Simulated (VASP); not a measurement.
# Cd2P3 (R-3c) in VASP: a series of runs, part 2 of 2

VASP 6.6.1.

## Step 5: Single point, PBE

This run uses another cell than the first one, of 21.66 Å³/atom.

INCAR

```
SYSTEM = Cd2P3
PREC = Accurate
ENCUT = 520
EDIFF = 1E-6
ISMEAR = 0
SIGMA = 0.1
LREAL = .False.
LASPH = .True.
NELM = 60
ALGO = Fast
ISIF = 2
LWAVE = .False.
LCHARG = .True.
GGA = PE
LELF = .True.
LVHAR = .True.
NBANDS = 50
```

KPOINTS

```
Automatic mesh
0
Gamma
  6 6 6
  0 0 0
```

POSCAR

```
Cd2P3
1.0
    3.4534907564      1.9938738179      5.2426181779
   -3.4534907564      1.9938738179      5.2426181779
    0.0000000000     -3.9877476357      5.2426181779
Cd P
4 6
Direct
    0.9114431692      0.9114431692      0.9114431692
    0.5885568308      0.5885568308      0.5885568308
    0.0885568308      0.0885568308      0.0885568308
    0.4114431692      0.4114431692      0.4114431692
    0.9412880614      0.5587119386      0.7500000000
    0.7500000000      0.9412880614      0.5587119386
    0.5587119386      0.7500000000      0.9412880614
    0.0587119386      0.4412880614      0.2500000000
    0.2500000000      0.0587119386      0.4412880614
    0.4412880614      0.2500000000      0.0587119386
```

Potentials or basis: VASP PAW PBE potentials, release 64 (Cd, P).

On the command line:

```sh
> cat potpaw_PBE.64/Cd/POTCAR potpaw_PBE.64/P/POTCAR > POTCAR
> mpirun -np 1 vasp_std > vasp.out
```

OUTCAR:

```text
SYSTEM = Cd2P3
   PREC = Accurate
   ENCUT = 520
   EDIFF = 1E-6
   ISMEAR = 0
   LREAL = .False.
   LASPH = .True.
   NELM = 60
   ISIF = 2
   GGA = PE

 ion  position               nearest neighbor table
   1  0.911  0.911  0.911-   3 2.79   6 2.86   5 2.86   7 2.86  10 2.92   8 2.92   9 2.92
   2  0.589  0.589  0.589-   4 2.79   7 2.86   5 2.86   6 2.86   9 2.92   8 2.92  10 2.92
   3  0.089  0.089  0.089-   1 2.79   9 2.86   8 2.86  10 2.86   7 2.92   5 2.92   6 2.92
   4  0.411  0.411  0.411-   2 2.79  10 2.86   8 2.86   9 2.86   6 2.92   5 2.92   7 2.92
   5  0.941  0.559  0.750-   6 2.29   7 2.29   1 2.86   2 2.86   3 2.92   4 2.92
   6  0.750  0.941  0.559-   5 2.29   7 2.29   1 2.86   2 2.86   4 2.92   3 2.92
   7  0.559  0.750  0.941-   5 2.29   6 2.29   2 2.86   1 2.86   3 2.92   4 2.92
   8  0.059  0.441  0.250-   9 2.29  10 2.29   3 2.86   4 2.86   1 2.92   2 2.92
   9  0.250  0.059  0.441-   8 2.29  10 2.29   3 2.86   4 2.86   2 2.92   1 2.92
  10  0.441  0.250  0.059-   8 2.29   9 2.29   4 2.86   3 2.86   1 2.92   2 2.92

  LATTYP: Found a trigonal (rhomboedric) cell.
 ALAT       =     6.5868943035
 COS(alpha) =     0.4502247277

  Lattice vectors:

 A1 = (   3.4534907564,   1.9938738179,   5.2426181779)
 A2 = (  -3.4534907564,   1.9938738179,   5.2426181779)
 A3 = (   0.0000000000,  -3.9877476357,   5.2426181779)

Analysis of symmetry for initial positions (statically):
=====================================================================
 Subroutine PRICEL returns:
 Original cell was already a primitive cell.

 Routine SETGRP: Setting up the symmetry group for a
 trigonal (rhombohedral) supercell.

 Subroutine GETGRP returns: Found 12 space group operations
 (whereof  6 operations were pure point group operations)
 out of a pool of 12 trial point group operations.

The static configuration has the point symmetry S_6 .
 The point group associated with its full space group is D_3d.

Analysis of symmetry for dynamics (positions and initial velocities):
=====================================================================
 Subroutine PRICEL returns:
[... 157 lines left out ...]
 non-spin polarized calculation
 RMM-DIIS sequential band-by-band and
 Gauss-broadening in eV      SIGMA  =   0.10
  energy-cutoff  :      520.00
  volume of cell :      216.60
 maximum number of plane-waves:      5862
 NGX is ok and might be reduce to    50
   NGX = 25   NGY = 25   NGZ = 25

 number of electron      78.0000000 magnetization

 Free energy of the ion-electron system (eV)
  ---------------------------------------------------
  ext. energy  EPLUGINS =         0.00000000
  ---------------------------------------------------
  free energy    TOTEN  =       -31.30016273 eV

  energy without entropy =      -31.28255950  energy(sigma->0) =      -31.29136111

 E-fermi :   3.8491     XC(G=0):  -9.9997

 val. band max:        3.8234150063   @ k =   0.1667   0.1667   0.1667
 cond. band min:       3.8610362943   @ k =   0.5000   0.1667   0.0000
 fundamental gap:      0.0376212879
 Fermi energy:         3.8491218094

 k-point     1 :       0.0000    0.0000    0.0000
  band No.  band energies     occupation
      1     -10.0801      2.00000
      2      -9.4017      2.00000
      3      -5.9108      2.00000
      4      -5.9108      2.00000
      5      -5.4888      2.00000
      6      -5.4888      2.00000
[... 1261 lines left out ...]
     49       8.0012      0.00000
     50       8.2800      0.00000

 [... further k-points ...]

------------------------ aborting loop because EDIFF is reached ----------------------------------------

  FORCE on cell =-STRESS in cart. coord.  units (eV):
  Direction    XX          YY          ZZ          XY          YZ          ZX
  --------------------------------------------------------------------------------------
  -------------------------------------------------------------------------------------
  Total        0.0178529      0.0178529      0.4089411      0.0000000      0.0000000      0.0000000
  in kB        0.1320578      0.1320578      3.0249338      0.0000000      0.0000000      0.0000000
  external PRESSURE =       1.0963498 kB  Pullay stress =       0.0000000 kB

 VOLUME and BASIS-vectors are now :
 -----------------------------------------------------------------------------
  energy-cutoff  :      520.00
  volume of cell :      216.60
      direct lattice vectors                 reciprocal lattice vectors
     3.453490756  1.993873818  5.242618178     0.144781045  0.083589375  0.063581463
    -3.453490756  1.993873818  5.242618178    -0.144781045  0.083589375  0.063581463
     0.000000000 -3.987747636  5.242618178     0.000000000 -0.167178750  0.063581463

 POSITION                                       TOTAL-FORCE (eV/Angst)
 -----------------------------------------------------------------------------------
      0.00000      0.00000     14.33505        -0.000000      0.000000      0.002554
      0.00000      0.00000      9.25674        -0.000000     -0.000000     -0.002554
      0.00000      0.00000      1.39281        -0.000000     -0.000000     -0.002554
      0.00000      0.00000      6.47112        -0.000000      0.000000      0.002554
      1.32122      0.00000     11.79589        -0.061344      0.000000     -0.000000
     -0.66061      1.14421     11.79589         0.030672     -0.053125      0.000000
     -0.66061     -1.14421     11.79589         0.030672      0.053125      0.000000
     -1.32122      0.00000      3.93196         0.061344      0.000000      0.000000
      0.66061     -1.14421      3.93196        -0.030672      0.053125      0.000000
      0.66061      1.14421      3.93196        -0.030672     -0.053125      0.000000
 -----------------------------------------------------------------------------------
    total drift:                               -0.000000      0.000000     -0.000000

  FREE ENERGIE OF THE ION-ELECTRON SYSTEM (eV)
  ---------------------------------------------------
  free  energy   TOTEN  =       -31.3001627262 eV

  energy  without entropy=      -31.2825595034  energy(sigma->0) =      -31.29136111
```

OSZICAR:

```text
N       E                     dE             d eps       ncg     rms          rms(c)
DAV:   1     0.496252423938E+03    0.49625E+03   -0.36798E+04  3200   0.143E+03
DAV:   2    -0.293491187437E+01   -0.49919E+03   -0.47851E+03  3518   0.340E+02
DAV:   3    -0.326288531066E+02   -0.29694E+02   -0.29055E+02  3822   0.805E+01
DAV:   4    -0.331064260265E+02   -0.47757E+00   -0.47512E+00  3688   0.908E+00
DAV:   5    -0.331155507319E+02   -0.91247E-02   -0.91150E-02  3828   0.117E+00    0.128E+01
RMM:   6    -0.313602244271E+02    0.17553E+01   -0.41608E+00  3222   0.748E+00    0.969E+00
RMM:   7    -0.313133686613E+02    0.46856E-01   -0.10876E+00  3385   0.302E+00    0.389E+00
RMM:   8    -0.312990566143E+02    0.14312E-01   -0.94835E-02  3518   0.133E+00    0.131E+00
RMM:   9    -0.312998692910E+02   -0.81268E-03   -0.18836E-02  3657   0.597E-01    0.218E-01
RMM:  10    -0.313001171527E+02   -0.24786E-03   -0.57795E-03  3671   0.315E-01    0.175E-01
RMM:  11    -0.313001350681E+02   -0.17915E-04   -0.13351E-03  3579   0.193E-01    0.322E-02
RMM:  12    -0.313001545572E+02   -0.19489E-04   -0.36399E-04  3725   0.810E-02    0.263E-02
RMM:  13    -0.313001606744E+02   -0.61171E-05   -0.66328E-05  3739   0.393E-02    0.757E-03
RMM:  14    -0.313001624546E+02   -0.17803E-05   -0.18630E-05  3617   0.174E-02    0.910E-03
RMM:  15    -0.313001627262E+02   -0.27155E-06   -0.44910E-06  2705   0.114E-02
   1 F= -.31300163E+02 E0= -.31291361E+02  d E =-.176032E-01
```

Wall time 5.4 min (1 thread of Oxide Virtual Turin-like, shared host); peak memory 0.46 GiB.

What came out:

```
Free energy            : -31.3002 eV
Pressure               : 0.1 GPa
Largest force          : 0.061 eV/Å
Band gap on the k mesh : zero (bands 39 and 40 overlap by 1.11 eV)
```

Forces on the atoms (eV/Å):
```
Cd   0.000  0.000  0.003
Cd   0.000  0.000 -0.003
Cd   0.000  0.000 -0.003
Cd   0.000  0.000  0.003
P   -0.061  0.000  0.000
P    0.031 -0.053  0.000
P    0.031  0.053  0.000
P    0.061  0.000  0.000
P   -0.031  0.053  0.000
P   -0.031 -0.053  0.000
```

Stress tensor (GPa, compression positive):
```
0.01 0.00 0.00
0.00 0.01 0.00
0.00 0.00 0.30
```

## Step 6: Overview

```csv
task,cell,k mesh,cutoff (eV),gap on the mesh (eV),pressure (GPa),largest force (eV/Å)
single point,"a = 6.851 Å, angles 55.3°, 10 atoms, atomic positions A",3 × 3 × 3,520,none,9.3,0.55
single point,"a = 6.637 Å, angles 61.1°, 10 atoms, atomic positions B",3 × 3 × 3,520,none,0.1,0.08
relaxation of cell and atoms,"relaxed from a = 6.851 Å, angles 55.3°, 10 atoms, atomic positions A",3 × 3 × 3,600,none,-0.2,0.03
single point,"a = 6.587 Å, angles 63.2°, 10 atoms, atomic positions C",6 × 6 × 6,520,none,0.1,0.06
```

Alike in all rows: level PBE; potentials or basis VASP PAW PBE potentials, release 64 (Cd, P); no spin polarisation; smearing gaussian 0.1 eV.

Caveats: some runs use coarse meshes.

Absolute energies hang on the potentials; compare differences alone.

The gap in the log of VASP goes by the Fermi energy; the results here count the filled bands.